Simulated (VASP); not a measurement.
Here is a VASP 6.6.1 calculation.

The input INCAR:

```
  ALGO = Normal
  EDIFF = 1E-7
  ENCUT = 520
  GGA = PE
  ISIF = 2
  ISMEAR = 0
  IVDW = 12
  LASPH = T
  LCHARG = T
  LELF = T
  LREAL = F
  LVHAR = T
  LWAVE = F
  NBANDS = 11
  NELM = 100
  PREC = Accurate
  SIGMA = 0.02
```

The input KPOINTS:

```
k-points
0
Gamma
  12 12 12
```

Contents of POSCAR:

```
BN
1.0
    2.4996511210      0.0021344755     -0.2345152636
   -1.2406589441      2.1700306119      0.2344999355
   -0.9087198422     -0.9242179117      3.6652233914
B N
1 1
Direct
    0.9908435462      0.9913257428     -0.0064447110
    0.6573054538      0.3245582572      0.9932497110
```

Potentials or basis: VASP PAW PBE potentials, release 64 (B, N).

Command:

```sh
$ cat potpaw_PBE.64/B/POTCAR potpaw_PBE.64/N/POTCAR > POTCAR
$ mpirun -np 1 vasp_std > vasp.out
```

Task: Estimate the band gap on the k mesh.

Result: 4.37 eV (least direct gap 4.66 eV).

Task: Predict the pressure.

Result: -1.5 GPa.

Stress tensor (GPa, compression positive):
```
-1.36  0.00 -0.03
 0.00 -1.35  0.02
-0.03  0.02 -1.65
```

A k mesh can miss the band edges.
